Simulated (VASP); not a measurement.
A run of VASP 6.6.1:

INCAR

```
PREC = Accurate ; ENCUT = 520
EDIFF = 1E-7 ; ISMEAR = 0
SIGMA = 0.1 ; LREAL = False
LASPH = True ; NELM = 150
ALGO = Normal ; ISIF = 2
LWAVE = False ; LCHARG = False
ISPIN = 2 ; MAGMOM = 4.5 0
LORBIT = 11 ; LMAXMIX = 4
GGA = PE ; NBANDS = 18
```

Contents of KPOINTS:

```
Automatic mesh
0
Gamma
  16 16 16
```

Contents of POSCAR:

```
CoO
1.0
    0.0000000000      2.2499728228      2.2499728228
    2.2499728228      0.0000000000      2.2499728228
    2.2499728228      2.2499728228      0.0000000000
Co O
1 1
Direct
    0.0000000000      0.0000000000      0.0000000000
    0.2500000000      0.2500000000      0.2500000000
```

Potentials or basis: VASP PAW PBE potentials, release 64 (Co, O).

Run with:

```bash
$ cat potpaw_PBE.64/Co/POTCAR potpaw_PBE.64/O/POTCAR > POTCAR
$ mpirun -np 1 vasp_std > vasp.out
```

Hardware: 1 thread of Intel(R) Xeon(R) 6975P-C (Granite Rapids), with other jobs on the host.

**Question.** Estimate the wall time of this run.

**Answer.** Wall time 39 s on 1 thread of Intel(R) Xeon(R) 6975P-C (Granite Rapids), with other jobs on the host, peak memory 0.22 GiB. Counts: scf iterations 17, k points 145.
